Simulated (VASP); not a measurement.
Wanted: the native input for a VASP 6.6.1 run.

| Item | Value |
| --- | --- |
| Task | single point |
| Functional | PBE |
| Potentials or basis | VASP PAW PBE potentials, release 64 (Al, P) |
| Cutoff | 500 eV |
| k mesh | 4 × 4 × 4 |
| Occupations | gaussian, width 0.01 eV |
| Spin | no spin polarisation |
| Dipole correction | no |
| Further INCAR settings | ALGO = Normal; EDIFF = 1e-06; NBANDS = 11 |

The structure of AlP lies in POSCAR:

```
AlP
1.0
    0.0000000000      2.8488274949      2.8488274949
    2.8488274949      0.0000000000      2.8488274949
    2.8488274949      2.8488274949      0.0000000000
Al P
1 1
Direct
    0.0000000000      0.0000000000      0.0000000000
    0.2500000000      0.2500000000      0.2500000000
```

This cell differs from its parent crystal: strain +4.0%.

These files were run (other wordings do the same):

INCAR

```
SYSTEM = AlP
PREC     = Accurate       ! precision mode
ENCUT    = 500            ! plane-wave cutoff, eV
EDIFF    = 1E-6           ! SCF threshold, eV
ISMEAR   = 0              ! smearing method
SIGMA    = 0.01           ! smearing width, eV
LREAL    = .False.        ! projectors in reciprocal space
LASPH    = .True.         ! aspherical terms in the spheres
NELM     = 120            ! most SCF steps
ALGO     = Normal         ! electronic algorithm
ISIF     = 2              ! what is computed and relaxed
LWAVE    = .False.        ! write WAVECAR
LCHARG   = .False.        ! write CHGCAR
GGA      = PE             ! functional
NBANDS   = 11             ! bands
GGA_COMPAT= .False.
```

KPOINTS

```
Automatic mesh
0
Gamma
  4 4 4
  0 0 0
```

Potentials or basis: VASP PAW PBE potentials, release 64 (Al, P).

Command:

```console
$ cat potpaw_PBE.64/Al/POTCAR potpaw_PBE.64/P/POTCAR > POTCAR
$ mpirun -np 1 vasp_std > vasp.out
```

Results of the run:

- Pressure: -6.6 GPa
- Band gap on the k mesh: 1.78 eV, indirect (least direct gap 2.24 eV)

Caveat: the k points lie up to 0.48 Å⁻¹ apart; the cell differs from its parent crystal (strain +4.0%).

It took 10 s on 1 thread of Intel Xeon 8259CL, with other jobs on the host, peak memory 0.15 GiB.
